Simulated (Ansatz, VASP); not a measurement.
# Two plane-wave programs on V

```xyz
2
Lattice="1.4629 -1.4629 1.4629 -1.4629 1.4629 1.4629 -2.9258 -2.9258 0.0000" Properties=species:S:1:pos:R:3 pbc="T T T"
V     0.0000    0.0000    0.0000
V    -1.4629   -1.4629    1.4629
```

Alike in both runs: task single point; functional LDA; k mesh 14 × 14 × 8; occupations gaussian, width 0.05 eV; collinear spin.

```csv
,VASP,Ansatz
version,VASP 6.6.1,Ansatz 0.2.0
potentials or method,"VASP PAW LDA potentials, release 64 (V_sv), cutoff 500 eV","scalar-relativistic, plane waves, PAW"
valence electrons in the cell,26,26
```

VASP gave:

| Property | Result |
| --- | --- |
| gap on the k mesh at the Fermi level (eV) | none |
| pressure (GPa) | 0.6 |
| traceless stress, the component that is largest in VASP (GPa) | -0.06 |
| net moment per atom (μB) | 0.00 |

Problem. Which values does Ansatz return?

Solution. gap on the k mesh at the Fermi level (eV): none; pressure (GPa): 0.2; traceless stress, the component that is largest in VASP (GPa): -0.05; net moment per atom (μB): 0.00.

LDA's correlation is that of Perdew and Zunger in VASP and of Perdew and Wang (1992) in Ansatz. A gap of «none» marks a metal or a gap that the smearing closes. Ansatz's warnings: seeded moment not kept.
